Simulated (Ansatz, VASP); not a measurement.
**One calculation of LaRe, two programs**

```
La Re
1.0
     3.58355    0.00000    0.00000
     0.00000    3.58355    0.00000
     0.00000    0.00000    3.58355
La Re
1 1
Direct
  0.00000 0.00000 0.00000
  0.50000 0.50000 0.50000
```

Alike in both runs: task single point; functional PBE; k mesh 10 × 10 × 10; no spin polarisation.

|  | VASP | Ansatz |
| --- | --- | --- |
| version | VASP 6.6.1 | Ansatz 0.2.0 |
| potentials or method | VASP PAW PBE potentials, release 64 (La, Re), cutoff 520 eV | scalar-relativistic, plane waves, PAW |
| occupations | methfessel-paxton of order 1, width 0.1 eV | cold, width 0.1 eV |
| valence electrons in the cell | 18 | 26 |

```csv
,VASP,Ansatz,Ansatz less VASP
pressure (GPa),0.0,0.1,+0.07
```

VASP's potentials hold 18 valence electrons a cell and Ansatz's 26, so a difference there can come from the potentials and not from the codes.

Spin-orbit coupling is off throughout.
